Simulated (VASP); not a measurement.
Write the native input for VASP 6.6.1 that does the following.

```yaml
Task: single point
Functional: PBE
Potentials_or_basis: VASP PAW PBE potentials, release 64 (Ti_sv, N)
Cutoff: 520 eV
k_mesh: 10 × 10 × 10, shifted
Occupations: fermi-dirac, width 0.05 eV
Spin: no spin polarisation
Hubbard_terms: Ti d U = 2.0 eV
Dipole_correction: no
Further_INCAR_settings: ALGO = Normal; EDIFF = 1e-06; NBANDS = 16; ISYM = 0
```

The structure of TiN lies in POSCAR:

```
TiN
1.0
    0.0000000000      2.1220000000      2.1220000000
    2.1220000000      0.0000000000      2.1220000000
    2.1220000000      2.1220000000      0.0000000000
Ti N
1 1
Direct
    0.0000000000      0.0000000000      0.0000000000
    0.5000000000      0.5000000000      0.5000000000
```

The input as run:

INCAR

```
  PREC = Accurate
  ENCUT = 520
  EDIFF = 1E-6
  ISMEAR = -1
  SIGMA = 0.05
  LREAL = F
  LASPH = T
  NELM = 150
  ALGO = Normal
  ISIF = 2
  LWAVE = F
  LCHARG = F
  LMAXMIX = 4
  LDAU = T
  LDAUTYPE = 2
  LDAUL = 2 -1
  LDAUU = 2 0
  LDAUJ = 0 0
  LDAUPRINT = 1
  GGA = PE
  ISYM = 0
  NBANDS = 16
```

KPOINTS

```
Automatic mesh
0
Gamma
  10 10 10
  0.5 0.5 0.5
```

Potentials or basis: VASP PAW PBE potentials, release 64 (Ti_sv, N).

Launch:

```sh
$ cat potpaw_PBE.64/Ti_sv/POTCAR potpaw_PBE.64/N/POTCAR > POTCAR
$ mpirun -np 1 vasp_std > vasp.out
```

It gave:

```json
{
 "Pressure": "7.1 GPa"
}
```

Caveat: U without spin polarisation on a metal has little footing.

Wall time 3.3 min on 1 thread of Intel(R) Xeon(R) 6975P-C (Granite Rapids) (shared host), peak memory 0.66 GiB.
